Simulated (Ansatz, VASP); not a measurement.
# RbBr: VASP beside Ansatz

Contents of INCAR:

```
ALGO = Normal
EDIFF = 1E-6
ENCUT = 520
GGA = PE
ISIF = 2
ISMEAR = 0
LASPH = True
LCHARG = True
LELF = True
LREAL = False
LVHAR = True
LWAVE = False
NBANDS = 24
NELM = 60
PREC = Accurate
SIGMA = 0.01
```

File KPOINTS:

```
k-points
0
Gamma
  6 6 4
```

Contents of POSCAR:

```
RbBr
1.0
    5.8899870995      0.0000000000      0.0000000000
   -2.9449935497      5.1008784561      0.0000000000
    0.0000000000      0.0000000000      6.8697847830
Rb Br
2 2
Direct
    0.3333333333      0.6666666667      0.2500000000
    0.6666666667      0.3333333333      0.7500000000
    0.6666666667      0.3333333333      0.2500000000
    0.3333333333      0.6666666667      0.7500000000
```

Input for Ansatz:

```yaml
crystal:
  lattice:
    - [5.8899870995, 0.0, 0.0]
    - [-2.9449935497, 5.1008784561, 0.0]
    - [0.0, 0.0, 6.869784783]
  atoms:
    - { symbol: Rb, position: [0.3333333333, 0.6666666667, 0.25] }
    - { symbol: Rb, position: [0.6666666667, 0.3333333333, 0.75] }
    - { symbol: Br, position: [0.6666666667, 0.3333333333, 0.25] }
    - { symbol: Br, position: [0.3333333333, 0.6666666667, 0.75] }
kpoints:
  mp_grid: { grid: [6, 6, 4] }
hamiltonian:
  xc: pbe
scf:
  occupations: { method: fixed }
  n_extra_bands: 5
output:
  forces: true
  stress: true
  eigenvalues: true
```

Alike in both runs: task single point; functional PBE; k mesh 6 × 6 × 4; no spin polarisation.

|  | VASP | Ansatz |
| --- | --- | --- |
| version | VASP 6.6.1 | Ansatz 0.2.0 |
| potentials or method | VASP PAW PBE potentials, release 64 (Rb_sv, Br) | plane waves, PAW |
| plane-wave cutoff (eV) | 520 | 420 |
| occupations | gaussian, width 0.01 eV | fixed |
| valence electrons in the cell | 32 | 32 |

|  | VASP | Ansatz | Ansatz less VASP |
| --- | --- | --- | --- |
| gap on the k mesh at the Fermi level (eV) | 4.06 | 4.06 | +0.001 |
| pressure (GPa) | 0.3 | 0.3 | -0.02 |
| traceless stress, the component that is largest in VASP (GPa) | 0.09 | 0.09 | -0.004 |
